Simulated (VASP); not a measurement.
Here is a VASP 6.6.1 calculation.

File POSCAR:

```
AlN
1.0
    3.1532941678      0.0000000000      0.0000000000
   -1.5766470839      2.7308328549      0.0000000000
    0.0000000000      0.0000000000      4.9360797740
Al N
2 2
Direct
    0.3333333333      0.6666666667     -0.0053356497
    0.6666666667      0.3333333333      0.4946643503
    0.3333333333      0.6666666667      0.3803356497
    0.6666666667      0.3333333333      0.8803356497
```

The input INCAR.step1:

```
ALGO = Normal
EDIFF = 1E-4
ENCUT = 520
GGA = PE
ISMEAR = 0
LASPH = True
LCHARG = False
LREAL = False
LWAVE = True
NBANDS = 16
NELM = 60
PREC = Accurate
SIGMA = 0.01
```

The input INCAR.step2:

```
ALGO = Normal
EDIFF = 1E-7
ENCUT = 520
ISIF = 2
ISMEAR = 0
ISTART = 1
LASPH = True
LCHARG = True
LELF = True
LMIXTAU = True
LREAL = False
LVHAR = True
LWAVE = False
METAGGA = R2SCAN
NBANDS = 16
NELM = 60
PREC = Accurate
SIGMA = 0.01
```

Contents of KPOINTS:

```
k-points
0
Gamma
  12 12 6
```

Potentials or basis: VASP PAW PBE potentials, release 64 (Al, N).

The run is started by

```console
$ cat potpaw_PBE.64/Al/POTCAR potpaw_PBE.64/N/POTCAR > POTCAR
$ cp INCAR.step1 INCAR
$ mpirun -np 1 vasp_std > vasp.out
$ cp INCAR.step2 INCAR
$ mpirun -np 1 vasp_std > vasp.out
```

Question: Estimate the pressure.

Answer: -5.0 GPa.

Question: What does it give for the band gap on the k mesh?

Answer: 4.60 eV, direct.

Stress tensor (GPa, compression positive):
```
-7.32  0.00  0.00
 0.00 -7.32  0.00
 0.00  0.00 -0.34
```

Caveat: the cell differs from its parent crystal (epitaxial xy strain +1.5%); the PAW data sets were made with another functional, which shifts forces and pressure a little. A k mesh can miss the band edges.
